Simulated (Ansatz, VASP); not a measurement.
TePb: VASP beside Ansatz

INCAR

```
SYSTEM = TePb
PREC     = Accurate       ! precision mode
ENCUT    = 600            ! plane-wave cutoff, eV
EDIFF    = 1E-6           ! SCF threshold, eV
ISMEAR   = -1             ! smearing method
SIGMA    = 0.05           ! smearing width, eV
LREAL    = .FALSE.        ! projectors in reciprocal space
LASPH    = .TRUE.         ! aspherical terms in the spheres
NELM     = 100            ! most SCF steps
ALGO     = Normal         ! electronic algorithm
ISIF     = 3              ! what is computed and relaxed
LWAVE    = .FALSE.        ! write WAVECAR
LCHARG   = .FALSE.        ! write CHGCAR
GGA      = PS             ! functional
IVDW     = 12             ! dispersion correction
IBRION   = 2              ! ionic algorithm
NSW      = 60             ! ionic steps
EDIFFG   = -0.01          ! ionic threshold
```

File KPOINTS:

```
Automatic mesh
0
G
  7 7 7
  0 0 0
```

The input POSCAR:

```
TePb
1.0
    4.0022870000      0.0000000000      0.0000000000
    0.0000000000      4.0022870000      0.0000000000
    0.0000000000      0.0000000000      4.0022870000
Pb Te
1 1
Direct
    0.0000000000      0.0000000000      0.0000000000
    0.5000000000      0.5000000000      0.5000000000
```

The input input.yaml:

```yaml
crystal:
  lattice:
    - [4.002287, 0.0, 0.0]
    - [0.0, 4.002287, 0.0]
    - [0.0, 0.0, 4.002287]
  atoms:
    - { symbol: Pb, position: [0.0, 0.0, 0.0] }
    - { symbol: Te, position: [0.5, 0.5, 0.5] }
hamiltonian:
  xc: pbesol
  pseudopotentials: { kind: paw }
  dispersion: d3bj
kpoints:
  mp_grid: { grid: [7, 7, 7] }
scf:
  occupations: { method: fermi_dirac, width: 0.05 }
output:
  forces: true
  stress: true
  write_density: true
  write_potential: true
  elf: true
  volumetric_format: npy
relax:
  f_tol: 0.01
  max_steps: 40
  cell: { stress_tol: 0.05 }
```

Alike in both runs: task relaxation of cell and atoms; functional PBEsol; dispersion D3(BJ); k mesh 7 × 7 × 7; occupations fermi-dirac, width 0.05 eV; no spin polarisation.

|  | VASP | Ansatz |
| --- | --- | --- |
| version | VASP 6.6.1 | Ansatz 0.2.0 |
| potentials or method | VASP PAW PBE potentials, release 64 (Pb_d, Te) | Ansatz PAW |
| plane-wave cutoff (eV) | 600 | 420 |
| valence electrons in the cell | 20 | 30 |

```tsv
	VASP	Ansatz	Ansatz less VASP
gap on the k mesh at the Fermi level, each at its own relaxed structure (eV)	none	none	-
relaxed volume (Å³/atom)	28.29	28.32	+0.026
relaxed cell length with the largest relative difference (Å)	3.839	3.840	+0.0012
```

VASP's potentials were made for PBE, not for PBEsol. A gap of «none» marks a metal or a gap that the smearing closes. VASP's potentials hold 20 valence electrons a cell and Ansatz's 30, so a difference there can come from the potentials and not from the codes.

Neither program's run includes spin-orbit coupling. Noted on Ansatz's run: the plane-wave basis is chosen anew once the cell has moved, so the energies of steps on either side of that aren't comparable.
